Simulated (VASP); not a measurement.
## CaS (Oldhamite): single point with r2SCAN

The system is CaS (Oldhamite).

```
Ca S
1.0
     2.81903    2.81903    0.00000
    -2.81903    2.81903    0.00000
     0.00000    2.81903    2.81903
Ca S
1 1
Direct
  0.00000 0.00000 0.00000
  0.50000 0.50000 0.00000
```

- Program: VASP 6.6.1
- Task: single point
- Functional: r2SCAN
- Potentials or basis: VASP PAW PBE potentials, release 64 (Ca_sv, S)
- Cutoff: 550 eV
- k mesh: 8 × 8 × 8
- Occupations: gaussian, width 0.01 eV
- Spin: no spin polarisation
- Dipole correction: no
- Further INCAR settings: ALGO = Normal; EDIFF = 1e-06; NBANDS = 15

| Item | Value |
| --- | --- |
| Pressure | 2.3 GPa |
| Band gap on the k mesh | 2.73 eV, indirect (least direct gap 3.58 eV) |

Levels at points of the mesh, in eV from the valence-band top:
```tsv
k point	band 5	band 6	band 7	band 8	band 9	band 10	band 11	band 12
(0.00, 0.00, 0.00)	-11.90	0.00	0.00	0.00	4.66	4.66	4.66	5.13
(0.50, 0.00, 0.00)	-11.00	-3.21	-1.22	-1.22	5.85	6.79	6.92	6.92
(0.50, 0.50, 0.00)	-11.23	-2.37	-0.85	-0.85	2.73	6.24	6.93	7.54
```

Wall time 88 s on 1 thread of Intel(R) Xeon(R) Platinum 8488C (Sapphire Rapids), with other jobs on the host, peak memory 0.18 GiB.

Caveat: the PAW data sets were made with another functional, which shifts forces and pressure a little. A k mesh can miss the band edges.
